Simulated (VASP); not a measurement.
# Al (P6_3/mmc) in VASP: notebook, part 2 of 3

VASP 6.6.1. The steps go on from the part before.

## 3. Single point, PBEsol (volume scaled by 0.9)

Contents of INCAR:

```
SYSTEM = Al
ALGO = Normal
EDIFF = 1E-6
ENCUT = 520
GGA = PS
ISIF = 2
ISMEAR = -1
LASPH = .TRUE.
LCHARG = .TRUE.
LELF = .TRUE.
LREAL = .FALSE.
LVHAR = .TRUE.
LWAVE = .FALSE.
NBANDS = 10
NELM = 60
PREC = Accurate
SIGMA = 0.05
```

Contents of KPOINTS:

```
k-points
0
G
  17 17 9
  0 0 0
```

Contents of POSCAR:

```
Al
1.0
    2.7496754636      0.0000000000      0.0000000000
   -1.3748377318      2.3812888036      0.0000000000
    0.0000000000      0.0000000000      4.4834101720
Al
2
Direct
    0.3333333333      0.6666666667      0.2500000000
    0.6666666667      0.3333333333      0.7500000000
```

Potentials or basis: VASP PAW PBE potentials, release 64 (Al).

Run with:

```
$ cat potpaw_PBE.64/Al/POTCAR > POTCAR
$ mpirun -np 1 vasp_std > vasp.out
```

OUTCAR:

```text
SYSTEM = Al
   EDIFF = 1E-6
   ENCUT = 520
   GGA = PS
   ISIF = 2
   ISMEAR = -1
   LASPH = .TRUE.
   LREAL = .FALSE.
   NELM = 60
   PREC = Accurate

 ion  position               nearest neighbor table
   1  0.333  0.667  0.250-   2 2.75   2 2.75   2 2.75   2 2.75   2 2.75   2 2.75
   2  0.667  0.333  0.750-   1 2.75   1 2.75   1 2.75   1 2.75   1 2.75   1 2.75

  LATTYP: Found a hexagonal cell.
 ALAT       =     2.7496754636
 C/A-ratio  =     1.6305233950

  Lattice vectors:

 A1 = (   2.7496754636,   0.0000000000,   0.0000000000)
 A2 = (  -1.3748377318,   2.3812888036,   0.0000000000)
 A3 = (   0.0000000000,   0.0000000000,   4.4834101720)

Analysis of symmetry for initial positions (statically):
=====================================================================
 Subroutine PRICEL returns:
 Original cell was already a primitive cell.

 Routine SETGRP: Setting up the symmetry group for a
 hexagonal supercell.

 Subroutine GETGRP returns: Found 24 space group operations
 (whereof 12 operations were pure point group operations)
 out of a pool of 24 trial point group operations.

The static configuration has the point symmetry D_3d.
 The point group associated with its full space group is D_6h.

Analysis of symmetry for dynamics (positions and initial velocities):
=====================================================================
 Subroutine PRICEL returns:
 Original cell was already a primitive cell.

 Routine SETGRP: Setting up the symmetry group for a
 hexagonal supercell.

 Subroutine GETGRP returns: Found 24 space group operations
 (whereof 12 operations were pure point group operations)
 out of a pool of 24 trial point group operations.

The dynamic configuration has the point symmetry D_3d.
 The point group associated with its full space group is D_6h.

 Subroutine INISYM returns: Found 24 space group operations
 (whereof 12 operations are pure point group operations),
 and found     1 'primitive' translations

[... 115 lines left out ...]
  volume/ion in A,a.u.               =      14.68        99.05
  Fermi-wavevector in a.u.,A,eV,Ry     =   0.964328  1.822315 12.652434  0.929928
  Thomas-Fermi vector in A             =   2.093949
   LORBIT       =      0    0 simple, 1 ext, 2 COOP (PROOUT), +10 PAW based schemes
   GGA     = PS    functional components
   LHFCALC =     F    Hartree Fock is set to
   AEXX    =    0.0000 exact exchange contribution
   IVDW    =     0    specifies the selected vdW correction
   LEPSILON=     F    determine dielectric tensor
   LRPA    =     F    only Hartree local field effects (RPA)
 non-spin polarized calculation
  energy-cutoff  :      520.00
  volume of cell :       29.36
 maximum number of plane-waves:       803
   NGX = 11   NGY = 11   NGZ = 17

 number of electron       6.0000000 magnetization

 Free energy of the ion-electron system (eV)
  ---------------------------------------------------
  ext. energy  EPLUGINS =         0.00000000
  ---------------------------------------------------
  free energy    TOTEN  =        -8.02570288 eV

  energy without entropy =       -8.02051635  energy(sigma->0) =       -8.02310962

 E-fermi :   9.2612     XC(G=0): -10.6926

 val. band max:        9.2501484104   @ k =   0.2941   0.2941   0.4444
 cond. band min:       9.2846632351   @ k =   0.3529   0.1176   0.0000
 fundamental gap:      0.0345148247
 Fermi energy:         9.2612212483

 k-point     1 :       0.0000    0.0000    0.0000
  band No.  band energies     occupation
      1      -2.7417      2.00000
      2       4.1664      2.00000
      3       4.6956      2.00000
      4      20.7503      0.00000
      5      20.7503      0.00000
      6      20.8230      0.00000
      7      20.8230      0.00000
      8      21.9334      0.00000
      9      24.4216      0.00000
     10      25.1532      0.00000
[... 287 lines left out ...]
 k-point    24 :       0.1765    0.1765    0.0000
  band No.  band energies     occupation
      1      -0.3295      2.00000
      2       6.4038      2.00000
      3       6.9076      2.00000
      4      11.2413      0.00000
      5      11.7307      0.00000
      6      17.2183      0.00000
      7      18.0744      0.00000
      8      18.4424      0.00000
      9      19.1410      0.00000
     10      23.4436      0.00000

 [... further k-points ...]
[... 5 lines left out ...]
  --------------------------------------------------------------------------------------
  -------------------------------------------------------------------------------------
  Total        1.9374367      1.9374367      1.9499640      0.0000000      0.0000000     -0.0000000
  in kB      105.7392250    105.7392250    106.4229281      0.0000000      0.0000000     -0.0000000
  external PRESSURE =     105.9671260 kB  Pullay stress =       0.0000000 kB

 VOLUME and BASIS-vectors are now :
 -----------------------------------------------------------------------------
  energy-cutoff  :      520.00
  volume of cell :       29.36
      direct lattice vectors                 reciprocal lattice vectors
     2.749675464  0.000000000  0.000000000     0.363679283  0.209970332  0.000000000
    -1.374837732  2.381288804  0.000000000     0.000000000  0.419940663  0.000000000
     0.000000000  0.000000000  4.483410172     0.000000000  0.000000000  0.223044504

 POSITION                                       TOTAL-FORCE (eV/Angst)
 -----------------------------------------------------------------------------------
     -0.00000      1.58753      1.12085         0.000000      0.000000      0.000000
      1.37484      0.79376      3.36256        -0.000000      0.000000      0.000000
 -----------------------------------------------------------------------------------
    total drift:                                0.000000     -0.000000      0.000000

  FREE ENERGIE OF THE ION-ELECTRON SYSTEM (eV)
  ---------------------------------------------------
  free  energy   TOTEN  =        -8.0257028821 eV

  energy  without entropy=       -8.0205163491  energy(sigma->0) =       -8.02310962
```

OSZICAR:

```text
N       E                     dE             d eps       ncg     rms          rms(c)
DAV:   1    -0.148499884522E+00   -0.14850E+00   -0.24496E+03  3300   0.483E+02
DAV:   2    -0.792897841121E+01   -0.77805E+01   -0.75171E+01  4438   0.569E+01
DAV:   3    -0.809135703193E+01   -0.16238E+00   -0.16145E+00  4312   0.668E+00
DAV:   4    -0.809201360851E+01   -0.65658E-03   -0.65652E-03  3930   0.485E-01
DAV:   5    -0.809201912943E+01   -0.55209E-05   -0.55221E-05  3992   0.444E-02    0.228E+00
DAV:   6    -0.805218253180E+01    0.39837E-01   -0.37058E-03  3654   0.291E-01    0.128E+00
DAV:   7    -0.802591484588E+01    0.26268E-01   -0.93727E-03  3476   0.445E-01    0.227E-01
DAV:   8    -0.802570478262E+01    0.21006E-03   -0.16013E-04  4560   0.705E-02    0.558E-02
DAV:   9    -0.802570321939E+01    0.15632E-05   -0.14544E-06  3720   0.710E-03    0.266E-03
DAV:  10    -0.802570288213E+01    0.33726E-06   -0.63072E-08  2150   0.130E-03
   1 F= -.80257029E+01 E0= -.80231096E+01  d E =-.518653E-02
```

stdout:

```text
POSCAR found type information on POSCAR Al
 POSCAR found :  1 types and       2 ions
 scaLAPACK will be used
 -----------------------------------------------------------------------------
|                                                                             |
|                                                                             |
|     You enforced a specific xc type in the INCAR file but a different       |
|     I HOPE YOU KNOW WHAT YOU ARE DOING!                                     |
|                                                                             |
 -----------------------------------------------------------------------------

 LDA part: xc-table for (Slater+PW92), standard interpolation
 POSCAR, INCAR and KPOINTS ok, starting setup
 FFT: planning ... GRIDC
 FFT: planning ... GRID_SOFT
 FFT: planning ... GRID
 WAVECAR not read
 entering main loop
```

Wall time 44 s (1 thread of AMD EPYC 7R43 (Zen 3), shared host); peak memory 0.12 GiB.

Results:

```yaml
Free_energy: -8.0257 eV
Pressure: 10.6 GPa
Band_gap_on_the_k_mesh: zero (band 3 reaches 12.78 eV, above the bottom of band 4 at 6.09 eV)
```

Levels at points of the mesh, in eV from the Fermi level:
| k point | band 1 | band 2 | band 3 | band 4 | band 5 | band 6 | band 7 |
| --- | --- | --- | --- | --- | --- | --- | --- |
| (0.00, 0.00, 0.00) | -12.00 | -5.09 | -4.57 | 11.49 | 11.49 | 11.56 | 11.56 |

Caveat: the cell differs from its parent crystal (volume scaled by 0.9); the PAW data sets were made with another functional, which shifts forces and pressure a little.

## 4. Single point, PBEsol

This run uses another cell than the first one, of 16.31 Å³/atom, 1.250 times its volume.

Contents of INCAR:

```
SYSTEM = Al
PREC     = Accurate       ! precision mode
ENCUT    = 520            ! plane-wave cutoff, eV
EDIFF    = 1E-7           ! SCF threshold, eV
ISMEAR   = -1             ! smearing method
SIGMA    = 0.05           ! smearing width, eV
LREAL    = .FALSE.        ! projectors in reciprocal space
LASPH    = .TRUE.         ! aspherical terms in the spheres
NELM     = 80             ! most SCF steps
ALGO     = Normal         ! electronic algorithm
ISIF     = 2              ! what is computed and relaxed
LWAVE    = .FALSE.        ! write WAVECAR
LCHARG   = .FALSE.        ! write CHGCAR
GGA      = PS             ! functional
NBANDS   = 10             ! bands
```

Contents of KPOINTS:

```
regular mesh
0
G
  17 17 9
  0 0 0
```

Contents of POSCAR:

```
Al
1.0
    2.8501254428      0.0000000000      0.0000000000
   -1.4250627214      2.4682810374      0.0000000000
    0.0000000000      0.0000000000      4.6366134413
Al
2
Direct
    0.3333333333      0.6666666667      0.2500000000
    0.6666666667      0.3333333333      0.7500000000
```

Potentials or basis: VASP PAW PBE potentials, release 64 (Al).

Run with:

```
$ cat potpaw_PBE.64/Al/POTCAR > POTCAR
$ mpirun -np 1 vasp_std > vasp.out
```

OUTCAR:

```text
SYSTEM = Al
   PREC = Accurate
   ENCUT = 520
   EDIFF = 1E-7
   ISMEAR = -1
   LREAL = .FALSE.
   LASPH = .TRUE.
   NELM = 80
   ISIF = 2
   GGA = PS

 ion  position               nearest neighbor table
   1  0.333  0.667  0.250-   2 2.84   2 2.84   2 2.84   2 2.84   2 2.84   2 2.84
   2  0.667  0.333  0.750-   1 2.84   1 2.84   1 2.84   1 2.84   1 2.84   1 2.84

  LATTYP: Found a hexagonal cell.
 ALAT       =     2.8501254428
 C/A-ratio  =     1.6268103051

  Lattice vectors:

 A1 = (   2.8501254428,   0.0000000000,   0.0000000000)
 A2 = (  -1.4250627214,   2.4682810374,   0.0000000000)
 A3 = (   0.0000000000,   0.0000000000,   4.6366134413)

Analysis of symmetry for initial positions (statically):
=====================================================================
 Subroutine PRICEL returns:
 Original cell was already a primitive cell.

 Routine SETGRP: Setting up the symmetry group for a
 hexagonal supercell.

 Subroutine GETGRP returns: Found 24 space group operations
 (whereof 12 operations were pure point group operations)
 out of a pool of 24 trial point group operations.

The static configuration has the point symmetry D_3d.
[... 173 lines left out ...]
      2       3.4538      2.00000
      3       3.7232      2.00000
      4      18.6578      0.00000
      5      18.6578      0.00000
      6      19.0479      0.00000
      7      19.0479      0.00000
      8      20.2570      0.00000
      9      22.1304      0.00000
     10      22.6244      0.00000
[... 287 lines left out ...]
 k-point    24 :       0.1765    0.1765    0.0000
  band No.  band energies     occupation
      1      -0.8913      2.00000
      2       5.5533      2.00000
      3       5.8467      2.00000
      4      10.0316      0.00000
      5      10.2023      0.00000
      6      15.6265      0.00000
      7      16.2240      0.00000
      8      16.9547      0.00000
      9      17.0182      0.00000
     10      21.3481      0.00000

 [... further k-points ...]

------------------------ aborting loop because EDIFF is reached ----------------------------------------

  FORCE on cell =-STRESS in cart. coord.  units (eV):
  Direction    XX          YY          ZZ          XY          YZ          ZX
  --------------------------------------------------------------------------------------
  -------------------------------------------------------------------------------------
  Total        0.0114462      0.0114462      0.0145883      0.0000000     -0.0000000      0.0000000
  in kB        0.5622272      0.5622272      0.7165637      0.0000000     -0.0000000      0.0000000
  external PRESSURE =       0.6136727 kB  Pullay stress =       0.0000000 kB

 VOLUME and BASIS-vectors are now :
 -----------------------------------------------------------------------------
  energy-cutoff  :      520.00
  volume of cell :       32.62
      direct lattice vectors                 reciprocal lattice vectors
     2.850125443  0.000000000  0.000000000     0.350861750  0.202570126  0.000000000
    -1.425062721  2.468281037  0.000000000     0.000000000  0.405140251  0.000000000
     0.000000000  0.000000000  4.636613441     0.000000000  0.000000000  0.215674654

 POSITION                                       TOTAL-FORCE (eV/Angst)
 -----------------------------------------------------------------------------------
     -0.00000      1.64552      1.15915         0.000000     -0.000000      0.000000
      1.42506      0.82276      3.47746        -0.000000      0.000000      0.000000
 -----------------------------------------------------------------------------------
    total drift:                                0.000000     -0.000000     -0.000000

  FREE ENERGIE OF THE ION-ELECTRON SYSTEM (eV)
  ---------------------------------------------------
  free  energy   TOTEN  =        -8.1246622781 eV

  energy  without entropy=       -8.1192665342  energy(sigma->0) =       -8.12196441
```

OSZICAR:

```text
N       E                     dE             d eps       ncg     rms          rms(c)
DAV:   1    -0.723113143325E+00   -0.72311E+00   -0.22878E+03  3300   0.471E+02
DAV:   2    -0.802290800848E+01   -0.72998E+01   -0.69888E+01  4284   0.536E+01
DAV:   3    -0.818403734713E+01   -0.16113E+00   -0.16014E+00  4342   0.659E+00
DAV:   4    -0.818467655831E+01   -0.63921E-03   -0.63913E-03  3918   0.472E-01
DAV:   5    -0.818468178289E+01   -0.52246E-05   -0.52238E-05  4000   0.436E-02    0.197E+00
DAV:   6    -0.814865070661E+01    0.36031E-01   -0.45959E-03  3672   0.322E-01    0.112E+00
DAV:   7    -0.812481507638E+01    0.23836E-01   -0.11552E-02  3586   0.492E-01    0.198E-01
DAV:   8    -0.812466498225E+01    0.15009E-03   -0.13806E-04  4614   0.664E-02    0.216E-02
DAV:   9    -0.812466305773E+01    0.19245E-05   -0.10716E-06  3916   0.592E-03    0.224E-03
DAV:  10    -0.812466224794E+01    0.80979E-06   -0.43855E-08  2990   0.107E-03    0.153E-03
DAV:  11    -0.812466227809E+01   -0.30150E-07   -0.37676E-09  2028   0.374E-04
   1 F= -.81246623E+01 E0= -.81219644E+01  d E =-.539574E-02
```

Wall time 46 s (1 thread of AMD EPYC 7R43 (Zen 3), shared host); peak memory 0.14 GiB.

Results:

```yaml
Free_energy: -8.1247 eV
Pressure: 0.1 GPa
Band_gap_on_the_k_mesh: zero (band 3 reaches 11.52 eV, above the bottom of band 4 at 5.11 eV)
```

Caveat: the PAW data sets were made with another functional, which shifts forces and pressure a little.

## 5. Single point, PBEsol

This run uses another cell than the first one, of 16.31 Å³/atom, 1.250 times its volume.

Contents of INCAR:

```
SYSTEM = Al
ALGO = Normal
EDIFF = 1E-6
ENCUT = 520
GGA = PS
ISIF = 2
ISMEAR = -1
LASPH = .True.
LCHARG = .False.
LREAL = .False.
LWAVE = .False.
NBANDS = 10
NELM = 100
PREC = Accurate
SIGMA = 0.05
```

Contents of KPOINTS:

```
k-points
0
Gamma
  17 17 9
  0 0 0
```

Changes to POSCAR since step 4:

```diff
@@ -4,3 +4,3 @@
    -1.4250627214      2.4682810374      0.0000000000
-    0.0000000000      0.0000000000      4.6366134413
+    0.0000000000      0.0000000000      4.6366134412
 Al
```

Run with:

```
$ cat potpaw_PBE.64/Al/POTCAR > POTCAR
$ mpirun -np 1 vasp_std > vasp.out
```

Run time: 47 s. Hardware: 1 thread of AMD EPYC 7R13 (Zen 3), shared host; peak memory 0.14 GiB.

The run converged. Its results:

| Item | Value |
| --- | --- |
| Free energy | -8.1247 eV |
| Pressure | 0.1 GPa |
| Band gap on the k mesh | zero (band 3 reaches 11.52 eV, above the bottom of band 4 at 5.11 eV) |

Levels at points of the mesh, in eV from the Fermi level:
| k point | band 1 | band 2 | band 3 | band 4 | band 5 | band 6 | band 7 |
| --- | --- | --- | --- | --- | --- | --- | --- |
| (0.00, 0.00, 0.00) | -11.23 | -4.63 | -4.36 | 10.57 | 10.57 | 10.96 | 10.96 |

Caveat: the PAW data sets were made with another functional, which shifts forces and pressure a little.

(Continued in part 3 of 3.)
